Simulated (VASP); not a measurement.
## LiNbO3: single point with PBE

The system is LiNbO3.

```
Li Nb O
1.0
     2.65003    1.53000    4.69515
    -2.65003    1.53000    4.69515
     0.00000   -3.05999    4.69515
Li Nb O
2 2 6
Direct
  0.28159 0.28159 0.28159
  0.78159 0.78159 0.78159
  0.00049 0.00049 0.00049
  0.50049 0.50049 0.50049
  0.11046 0.35803 0.72110
  0.72110 0.11046 0.35803
  0.35803 0.72110 0.11046
  0.22110 0.85803 0.61046
  0.85803 0.61046 0.22110
  0.61046 0.22110 0.85803
```

| Item | Value |
| --- | --- |
| Program | VASP 6.6.1 |
| Task | single point |
| Functional | PBE |
| Potentials or basis | VASP PAW PBE potentials, release 64 (Li_sv, Nb_sv, O) |
| Cutoff | 520 eV |
| k mesh | 6 × 6 × 6 |
| Occupations | gaussian, width 0.05 eV |
| Spin | no spin polarisation |
| Dipole correction | no |
| Further INCAR settings | ALGO = Normal; EDIFF = 1e-06; NBANDS = 45 |

```
Largest force          : 0.622 eV/Å
Band gap on the k mesh : 3.33 eV (least direct gap 3.37 eV)
```

Forces in eV/Å, atoms in the order of the input:
```
Li   0.000  0.000 -0.014
Li   0.000  0.000 -0.014
Nb   0.000  0.000  0.447
Nb   0.000  0.000  0.447
O    0.419 -0.437 -0.144
O    0.169  0.581 -0.144
O   -0.588 -0.144 -0.144
O    0.588 -0.144 -0.144
O   -0.419 -0.437 -0.144
O   -0.169  0.581 -0.144
```

Levels at points of the mesh, in eV from the valence-band top:
| k point | band 32 | band 33 | band 34 | band 35 | band 36 | band 37 |
| --- | --- | --- | --- | --- | --- | --- |
| (0.00, 0.00, 0.00) | -0.50 | 0.00 | 0.00 | 3.36 | 3.36 | 3.74 |
| (0.50, 0.00, 0.00) | -0.29 | -0.20 | -0.20 | 3.58 | 3.58 | 4.34 |
| (0.50, 0.50, 0.00) | -0.62 | -0.51 | -0.19 | 3.42 | 3.83 | 4.26 |
| (0.50, 0.50, 0.50) | -0.31 | -0.31 | -0.31 | 4.22 | 4.22 | 4.45 |

Wall time 7.1 min on 1 thread of Intel Xeon 8259CL, with other jobs on the host, peak memory 0.34 GiB.

 As with any semilocal functional, this PBE gap is likely too small.
